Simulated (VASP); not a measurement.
# Ti6HO in VASP: single point with PBEsol

Aim: the single point of Ti6HO with PBEsol.

Program: VASP 6.6.1. These are calculated values, not measurements. Logs are shortened: lines on timing, memory, paths and dates and some standing lists are left out, and cuts for length are marked.

### 1 The cell of the first run

The cell holds a slab with vacuum, 8 atoms: a = 2.868 Å, b = 4.056 Å, c = 27.050 Å, α = 90.00°, β = 90.00°, γ = 90.00°.

### 2 Single point, PBEsol

Input file INCAR:

```
SYSTEM = Ti6HO
PREC = Accurate ; ENCUT = 520
EDIFF = 1E-6 ; ISMEAR = 0
SIGMA = 0.1 ; LREAL = .FALSE.
LASPH = .TRUE. ; NELM = 100
ALGO = Normal ; ISIF = 2
LWAVE = .FALSE. ; LCHARG = .TRUE.
LDIPOL = .TRUE. ; IDIPOL = 3
DIPOL = 0.5 0.5 0.486 ; GGA = PS
LELF = .TRUE. ; LVHAR = .TRUE.
LVACPOTAV = .TRUE. ; NBANDS = 50
```

Input file KPOINTS:

```
Automatic mesh
0
G
  10 7 1
  0 0 0
```

Input file POSCAR:

```
Ti6HO
1.0
    2.8679135959      0.0000000000      0.0000000000
    0.0000000000      4.0558423031      0.0000000000
    0.0000000000      0.0000000000     27.0497839898
Ti O H
6 1 1
Direct
    0.5000000000      0.5000000000      0.3142354113
    0.0000000000      0.0000000000      0.3672471766
    0.5000000000      0.5000000000      0.4202589418
    0.0035039582      0.0004371631      0.4744777335
    0.5097236512      0.5005956549      0.5262852143
    0.0092888327      0.0004671154      0.5748457920
    0.0121518404      0.5004570040      0.5863393803
    0.0212446320      0.5005744871      0.6234578670
```

Potentials or basis: VASP PAW PBE potentials, release 64 (Ti_sv, O, H).

On the command line:

```
$ cat potpaw_PBE.64/Ti_sv/POTCAR potpaw_PBE.64/O/POTCAR potpaw_PBE.64/H/POTCAR > POTCAR
$ mpirun -np 1 vasp_std > vasp.out
```

OUTCAR:

```text
SYSTEM = Ti6HO
   PREC = Accurate
   ENCUT = 520
   EDIFF = 1E-6
   ISMEAR = 0
   LREAL = .FALSE.
   LASPH = .TRUE.
   NELM = 100
   ISIF = 2
   GGA = PS

 ion  position               nearest neighbor table
   1  0.500  0.500  0.314-   2 2.87   2 2.87   2 2.87   2 2.87   3 2.87
   2  0.000  0.000  0.367-   3 2.87   3 2.87   3 2.87   3 2.87   1 2.87   1 2.87   1 2.87   1 2.87
                             4 2.90
   3  0.500  0.500  0.420-   2 2.87   2 2.87   2 2.87   2 2.87   1 2.87   5 2.87   4 2.88   4 2.88
                             4 2.89   4 2.89
   4  0.004  0.000  0.474-   6 2.71   5 2.84   5 2.84   5 2.86   5 2.86   3 2.88   3 2.88   3 2.89
                             3 2.89   2 2.90
   5  0.510  0.501  0.526-   7 2.16   7 2.17   6 2.81   6 2.81   6 2.81   6 2.81   4 2.84   4 2.84
                             4 2.86   4 2.86   3 2.87
   6  0.009  0.000  0.575-   7 2.05   7 2.05   4 2.71   5 2.81   5 2.81   5 2.81   5 2.81
   7  0.012  0.500  0.586-   8 1.00   6 2.05   6 2.05   5 2.16   5 2.17
   8  0.021  0.501  0.623-   7 1.00

  LATTYP: Found a simple orthorhombic cell.
 ALAT       =     2.8679135959
 B/A-ratio  =     1.4142135624
 C/A-ratio  =     9.4318685293

  Lattice vectors:

 A1 = (   2.8679135959,   0.0000000000,   0.0000000000)
 A2 = (   0.0000000000,   4.0558423031,   0.0000000000)
 A3 = (   0.0000000000,   0.0000000000,  27.0497839898)

Analysis of symmetry for initial positions (statically):
=====================================================================
 Subroutine PRICEL returns:
 Original cell was already a primitive cell.

 Routine SETGRP: Setting up the symmetry group for a
 simple orthorhombic supercell.

 Subroutine GETGRP returns: Found  1 space group operations
 (whereof  1 operations were pure point group operations)
 out of a pool of  8 trial point group operations.

The static configuration has the point symmetry C_1 .

Analysis of symmetry for dynamics (positions and initial velocities):
=====================================================================
 Subroutine PRICEL returns:
 Original cell was already a primitive cell.

 Routine SETGRP: Setting up the symmetry group for a
 simple orthorhombic supercell.

 Subroutine GETGRP returns: Found  1 space group operations
 (whereof  1 operations were pure point group operations)
 out of a pool of  8 trial point group operations.

The dynamic configuration has the point symmetry C_1 .

 Subroutine INISYM returns: Found  1 space group operations
 (whereof  1 operations are pure point group operations),
 and found     1 'primitive' translations

----------------------------------------------------------------------------------------

                                     Primitive cell

  volume of cell :     314.6378

  direct lattice vectors                    reciprocal lattice vectors
     2.867913596  0.000000000  0.000000000     0.348685540  0.000000000  0.000000000
     0.000000000  4.055842303  0.000000000     0.000000000  0.246557910  0.000000000
     0.000000000  0.000000000 27.049783990     0.000000000  0.000000000  0.036968872

  length of vectors
     2.867913596  4.055842303 27.049783990     0.348685540  0.246557910  0.036968872

  position of ions in fractional coordinates (direct lattice)
     0.500000000  0.500000000  0.314235411
     0.000000000  0.000000000  0.367247177
     0.500000000  0.500000000  0.420258942
     0.003503958  0.000437163  0.474477734
     0.509723651  0.500595655  0.526285214
     0.009288833  0.000467115  0.574845792
     0.012151840  0.500457004  0.586339380
     0.021244632  0.500574487  0.623457867

  ion indices of the primitive-cell ions
   primitive index   ion index
                 1           1
                 2           2
                 3           3
                 4           4
                 5           5
                 6           6
                 7           7
                 8           8

----------------------------------------------------------------------------------------

 KPOINTS: Automatic mesh

Automatic generation of k-mesh.
 Grid dimensions read from file:
 generate k-points for:   10    7    1

 Generating k-lattice:

  Cartesian coordinates                     Fractional coordinates (reciprocal lattice)
     0.034868554  0.000000000  0.000000000     0.100000000  0.000000000  0.000000000
     0.000000000  0.035222559  0.000000000     0.000000000  0.142857143  0.000000000
     0.000000000  0.000000000  0.036968872     0.000000000  0.000000000  1.000000000

  Length of vectors
     0.034868554  0.035222559  0.036968872

  Shift w.r.t. Gamma in fractional coordinates (k-lattice)
     0.000000000  0.000000000  0.000000000

 Subroutine IBZKPT returns following result:
 ===========================================

 Found     36 irreducible k-points:

 Following reciprocal coordinates:
            Coordinates               Weight
  0.000000  0.000000  0.000000      1.000000
  0.100000  0.000000  0.000000      2.000000
  0.200000  0.000000  0.000000      2.000000
  0.300000  0.000000  0.000000      2.000000
  0.400000  0.000000  0.000000      2.000000
  0.500000  0.000000  0.000000      1.000000
[... 16 lines left out ...]
  0.300000 -0.285714  0.000000      2.000000
  0.400000  0.285714  0.000000      2.000000
 [... further k-points ...]
   k-points           NKPTS =     36   k-points in BZ     NKDIM =     36   number of bands    NBANDS=     50
   number of dos      NEDOS =    301   number of ions     NIONS =      8
   total plane-waves  NPLWV = 151200
   dimension x,y,z NGX =    24 NGY =   30 NGZ =  210
   dimension x,y,z NGXF=    48 NGYF=   60 NGZF=  420
   ions per type =               6   1   1
   NGX,Y,Z   is equivalent  to a cutoff of  13.91, 12.30, 12.91 a.u.
   NGXF,Y,Z  is equivalent  to a cutoff of  27.82, 24.59, 25.81 a.u.
 SYSTEM =  Ti6HO
   PREC   = accura    normal or accurate (medium, high low for compatibility)
   ISTART =      0    job   : 0-new  1-cont  2-samecut
   ICHARG =      2    charge: 1-file 2-atom 10-const
   ISPIN  =      1    spin polarized calculation?
   LNONCOLLINEAR =      F non collinear calculations
   LSORBIT =      F    spin-orbit coupling
   LASPH  =      T    aspherical Exc in radial PAW
   ENCUT  =  520.0 eV  38.22 Ry    6.18 a.u.   5.33  7.54 50.29*2*pi/ulx,y,z
   NELM   =    100;   NELMIN=  2; NELMDL= -5     # of ELM steps
   EDIFF  = 0.1E-05   stopping-criterion for ELM
   LREAL  =      F    real-space projection
   EDIFFG = 0.1E-04   stopping-criterion for IOM
   NSW    =      0    number of steps for IOM
   IBRION =     -1    ionic relax: 0-MD 1-quasi-New 2-CG
   NFREE  =      0    steps in history (QN), initial steepest desc. (CG)
   ISIF   =      2    stress and relaxation
   ISYM   =      2    0-nonsym 1-usesym 2-fastsym
   POTIM  = 0.5000    time-step for ionic-motion
   TEBEG  =    0.0;   TEEND  =   0.0 temperature during run
   PSTRESS=    0.0 pullay stress
   NELECT =      79.0000    total number of electrons
   NUPDOWN=      -1.0000    fix difference up-down
   EMIN   =  10.00;   EMAX   =-10.00  energy-range for DOS
   EFERMI =   0.00;   METHOD = LEGACY
   ISMEAR =     0;   SIGMA  =   0.10  broadening in eV -4-tet -1-fermi 0-gaus
   EFERMI_NEDOS =   21; number of points for ismear=-14 and -15
   IALGO  =     38    algorithm
   IMIX   =      4    mixing-type and parameters
     AMIX     =   0.40;   BMIX     =  1.00
     AMIX_MAG =   1.60;   BMIX_MAG =  1.00
  volume/ion in A,a.u.               =      39.33       265.41
  Fermi-wavevector in a.u.,A,eV,Ry     =   1.032794  1.951697 14.512827  1.066663
  Thomas-Fermi vector in A             =   2.167009
   LORBIT       =      0    0 simple, 1 ext, 2 COOP (PROOUT), +10 PAW based schemes
   GGA     = PS    functional components
   LHFCALC =     F    Hartree Fock is set to
   AEXX    =    0.0000 exact exchange contribution
   IVDW    =     0    specifies the selected vdW correction
   LEPSILON=     F    determine dielectric tensor
   LRPA    =     F    only Hartree local field effects (RPA)
 non-spin polarized calculation
 Gauss-broadening in eV      SIGMA  =   0.10
  energy-cutoff  :      520.00
  volume of cell :      314.64
 maximum number of plane-waves:      8521
 NGX is ok and might be reduce to    24
   NGX = 11   NGY = 15   NGZ =101

 dipolmoment           0.000000      0.000000     -0.000334 electrons x Angstroem

 number of electron      79.0000009 magnetization

 dipolmoment           0.000000      0.000000      0.016242 electrons x Angstroem

 Free energy of the ion-electron system (eV)
  ---------------------------------------------------
  ext. energy  EPLUGINS =         0.00000000
  ---------------------------------------------------
  free energy    TOTEN  =       -59.56562181 eV

  energy without entropy =      -59.51184762  energy(sigma->0) =      -59.53873471

 E-fermi :   0.7691     XC(G=0):  -4.9145

 val. band max:        0.7495537496   @ k =   0.5000   0.1429   0.0000
 cond. band min:       0.7695797872   @ k =   0.2000  -0.1429   0.0000
 fundamental gap:      0.0200260376
 Fermi energy:         0.7690593592

 k-point     1 :       0.0000    0.0000    0.0000
  band No.  band energies     occupation
      1     -55.9624      2.00000
      2     -55.8302      2.00000
      3     -55.6365      2.00000
      4     -55.5931      2.00000
      5     -55.5025      2.00000
      6     -55.4000      2.00000
[... 42 lines left out ...]
     49       2.4913      0.00000
     50       2.7166      0.00000

 k-point     2 :       0.1000    0.0000    0.0000
  band No.  band energies     occupation
      1     -55.9573      2.00000
      2     -55.8232      2.00000
      3     -55.6320      2.00000
      4     -55.5870      2.00000
      5     -55.4999      2.00000
      6     -55.3973      2.00000
[... 42 lines left out ...]
     49       2.5707      0.00000
     50       2.7130      0.00000

 k-point     3 :       0.2000    0.0000    0.0000
  band No.  band energies     occupation
      1     -55.9440      2.00000
      2     -55.8047      2.00000
      3     -55.6207      2.00000
      4     -55.5699      2.00000
      5     -55.4938      2.00000
      6     -55.3905      2.00000
[... 1102 lines left out ...]
     49       2.7018      0.00000
     50       2.7612      0.00000

 k-point    24 :       0.4000    0.2857    0.0000
  band No.  band energies     occupation
      1     -55.9133      2.00000
      2     -55.7592      2.00000
      3     -55.5988      2.00000
      4     -55.5146      2.00000
      5     -55.4941      2.00000
      6     -55.3765      2.00000
[... 42 lines left out ...]
     49       2.6721      0.00000
     50       2.9180      0.00000

 [... further k-points ...]
[... 5 lines left out ...]
  --------------------------------------------------------------------------------------
  -------------------------------------------------------------------------------------
  Total        0.0883776     -1.9490981     -1.5178217      0.0001478     -0.0111486     -0.0652994
  in kB        0.4500302     -9.9250649     -7.7289487      0.0007529     -0.0567702     -0.3325133
  external PRESSURE =      -5.7346611 kB  Pullay stress =       0.0000000 kB

 VOLUME and BASIS-vectors are now :
 -----------------------------------------------------------------------------
  energy-cutoff  :      520.00
  volume of cell :      314.64
      direct lattice vectors                 reciprocal lattice vectors
     2.867913596  0.000000000  0.000000000     0.348685540  0.000000000  0.000000000
     0.000000000  4.055842303  0.000000000     0.000000000  0.246557910  0.000000000
     0.000000000  0.000000000 27.049783990     0.000000000  0.000000000  0.036968872

 POSITION                                       TOTAL-FORCE (eV/Angst)
 -----------------------------------------------------------------------------------
      1.43396      2.02792      8.50000         0.003447     -0.000646      0.682064
      0.00000      0.00000      9.93396        -0.003643      0.001009     -0.330816
      1.43396      2.02792     11.36791         0.007438      0.005074     -0.337504
      0.01005      0.00177     12.83452         0.004961     -0.002394      0.022844
      1.46184      2.03034     14.23590        -0.001961     -0.004057     -0.043715
      0.02664      0.00189     15.54945         0.026696      0.000613     -0.021312
      0.03485      2.02977     15.86035        -0.028881      0.000834     -0.066498
      0.06093      2.03025     16.86440        -0.008057     -0.000432      0.094936
 -----------------------------------------------------------------------------------
    total drift:                               -0.000491     -0.000031     -0.001843

  FREE ENERGIE OF THE ION-ELECTRON SYSTEM (eV)
  ---------------------------------------------------
  free  energy   TOTEN  =       -59.5656218059 eV

  energy  without entropy=      -59.5118476199  energy(sigma->0) =      -59.53873471

 vacuum level on the upper side and lower side of the slab         4.357         4.104
```

Run time: 17 min. Hardware: 1 thread of AMD EPYC 9R45 (Zen 5), shared host; peak memory 0.63 GiB.

Results:

- Free energy: -59.5656 eV
- Largest force: 0.682 eV/Å

Forces in eV/Å, atoms in the order of the input:
```
Ti   0.003 -0.001  0.682
Ti  -0.004  0.001 -0.331
Ti   0.007  0.005 -0.338
Ti   0.005 -0.002  0.023
Ti  -0.002 -0.004 -0.044
Ti   0.027  0.001 -0.021
O   -0.029  0.001 -0.066
H   -0.008  0.000  0.095
```

Levels at points of the mesh, in eV from the Fermi level:
| k point | band 37 | band 38 | band 39 | band 40 | band 41 | band 42 | band 43 | band 44 |
| --- | --- | --- | --- | --- | --- | --- | --- | --- |
| (0.00, 0.00, 0.00) | -0.38 | -0.25 | 0.01 | 0.14 | 0.19 | 0.40 | 0.68 | 0.86 |
| (0.50, 0.00, 0.00) | -1.15 | -0.56 | -0.36 | -0.32 | 0.15 | 0.24 | 0.94 | 1.05 |

Caveat: the PAW data sets were made with another functional, which shifts forces and pressure a little; an odd number of electrons without spin polarisation forces a metal; a magnetic or distorted state may lie lower.
